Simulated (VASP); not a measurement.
Here is a VASP 6.6.1 calculation.

File INCAR:

```
  PREC = Accurate
  ENCUT = 520
  EDIFF = 1E-7
  ISMEAR = -1
  SIGMA = 0.03
  LREAL = F
  LASPH = T
  NELM = 80
  ALGO = Normal
  ISIF = 2
  LWAVE = F
  LCHARG = T
  GGA = PS
  LELF = T
  LVHAR = T
  NBANDS = 25
```

Contents of KPOINTS:

```
Automatic mesh
0
Gamma
  7 7 7
```

POSCAR

```
SiO2
1.0
   -2.3819372672      2.3819372672      3.7564386296
    2.3819372672     -2.3819372672      3.7564386296
    2.3819372672      2.3819372672     -3.7564386296
Si O
2 4
Direct
    0.0000000000      0.0000000000      0.0000000000
    0.7500000000      0.2500000000      0.5000000000
    0.9983800000      0.6250000000      0.8733800000
    0.3750000000      0.2483800000      0.3733800000
    0.7516200000      0.1250000000      0.1266200000
    0.8750000000      0.0016200000      0.6266200000
```

Potentials or basis: VASP PAW PBE potentials, release 64 (Si, O).

Launch:

```sh
$ cat potpaw_PBE.64/Si/POTCAR potpaw_PBE.64/O/POTCAR > POTCAR
$ mpirun -np 1 vasp_std > vasp.out
```

Question: What does it give for the pressure?

Answer: 0.0 GPa.

Question: What does it give for the largest force?

Answer: 0.101 eV/Å.

Question: What does it give for the band gap on the k mesh?

Answer: 5.91 eV, direct.

Stress tensor (GPa, compression positive):
```
 0.62  0.00  0.00
 0.00  0.62  0.00
 0.00  0.00 -1.36
```

Caveat: the PAW data sets were made with another functional, which shifts forces and pressure a little. A k mesh can miss the band edges.
